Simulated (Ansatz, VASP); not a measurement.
**Two plane-wave programs on BeTe**

```
Be Te
1.0
     0.00000    2.77000    2.77000
     2.77000    0.00000    2.77000
     2.77000    2.77000    0.00000
Be Te
1 1
Direct
  0.00000 0.00000 0.00000
  0.25000 0.25000 0.25000
```

Alike in both runs: task single point; functional PBE; k mesh 6 × 6 × 6; no spin polarisation.

|  | VASP | Ansatz |
| --- | --- | --- |
| version | VASP 6.6.1 | Ansatz 0.2.0 |
| potentials or method | VASP PAW PBE potentials, release 64 (Be, Te), cutoff 600 eV | plane waves, PAW |
| occupations | gaussian, width 0.01 eV | fixed |
| valence electrons in the cell | 8 | 18 |

```csv
,VASP,Ansatz,Ansatz less VASP
pressure (GPa),4.5,4.3,-0.18
```

VASP's potentials hold 8 valence electrons a cell and Ansatz's 18, so a difference there can come from the potentials and not from the codes.

Neither program's run includes spin-orbit coupling.
